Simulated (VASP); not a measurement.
Set up this calculation in VASP 6.6.1, as the native input.

```yaml
Task: single point
Functional: r2SCAN
Potentials_or_basis: VASP PAW PBE potentials, release 64 (Sn_d, Se)
Cutoff: 520 eV
k_mesh: 2 × 6 × 6
Occupations: gaussian, width 0.01 eV
Spin: no spin polarisation
Dipole_correction: no
Further_INCAR_settings: ALGO = Normal; EDIFF = 1e-06; NBANDS = 50
```

Crystal: SnSe.

```
CELL_PARAMETERS angstrom
11.50447 0.00000 0.00000
0.00000 4.04688 0.00000
0.00000 0.00000 4.59432
ATOMIC_POSITIONS crystal
Sn 0.61720 0.75000 0.38425
Sn 0.88280 0.25000 0.88425
Sn 0.38280 0.25000 0.61575
Sn 0.11720 0.75000 0.11575
Se 0.14688 0.25000 0.51461
Se 0.64688 0.25000 0.98539
Se 0.35312 0.75000 0.01461
Se 0.85312 0.75000 0.48539
```

This cell differs from its parent crystal: strain -2.0%.

These files were run (other wordings do the same):

POSCAR

```
SnSe
1.0
   11.5044727694      0.0000000000      0.0000000000
    0.0000000000      4.0468843501      0.0000000000
    0.0000000000      0.0000000000      4.5943214213
Sn Se
4 4
Direct
    0.6171993920      0.7500000000      0.3842467466
    0.8828006080      0.2500000000      0.8842467466
    0.3828006080      0.2500000000      0.6157532534
    0.1171993920      0.7500000000      0.1157532534
    0.1468752012      0.2500000000      0.5146117289
    0.6468752012      0.2500000000      0.9853882711
    0.3531247988      0.7500000000      0.0146117289
    0.8531247988      0.7500000000      0.4853882711
```

INCAR.step1

```
SYSTEM = SnSe
PREC = Accurate
ENCUT = 520
ISMEAR = 0
SIGMA = 0.01
LREAL = .FALSE.
LASPH = .TRUE.
NELM = 60
NBANDS = 50
GGA = PE
ALGO = Normal
EDIFF = 1E-4
LWAVE = .TRUE.
LCHARG = .FALSE.
```

INCAR.step2

```
SYSTEM = SnSe
PREC = Accurate
ENCUT = 520
EDIFF = 1E-6
ISMEAR = 0
SIGMA = 0.01
LREAL = .FALSE.
LASPH = .TRUE.
NELM = 60
ALGO = Normal
ISIF = 2
LWAVE = .FALSE.
LCHARG = .FALSE.
METAGGA = R2SCAN
LMIXTAU = .TRUE.
NBANDS = 50
ISTART = 1
```

KPOINTS

```
regular mesh
0
G
  2 6 6
  0 0 0
```

Potentials or basis: VASP PAW PBE potentials, release 64 (Sn_d, Se).

The run is started by

```sh
$ cat potpaw_PBE.64/Sn_d/POTCAR potpaw_PBE.64/Se/POTCAR > POTCAR
$ cp INCAR.step1 INCAR
$ mpirun -np 1 vasp_std > vasp.out
$ cp INCAR.step2 INCAR
$ mpirun -np 1 vasp_std > vasp.out
```

Results of the run:

```json
{
 "Pressure": "1.9 GPa",
 "Largest force": "0.020 eV/Å",
 "Band gap on the k mesh": "0.77 eV (least direct gap 1.16 eV)"
}
```

Caveat: the cell differs from its parent crystal (strain -2.0%); semilocal functionals underestimate gaps, and a narrow one can read as zero; the PAW data sets were made with another functional, which shifts forces and pressure a little; spin-orbit coupling is left out, which moves the levels of the heavy elements.

Run time: 31 min on 1 thread of Intel Xeon 8259CL, with other jobs on the host, peak memory 0.5 GiB.
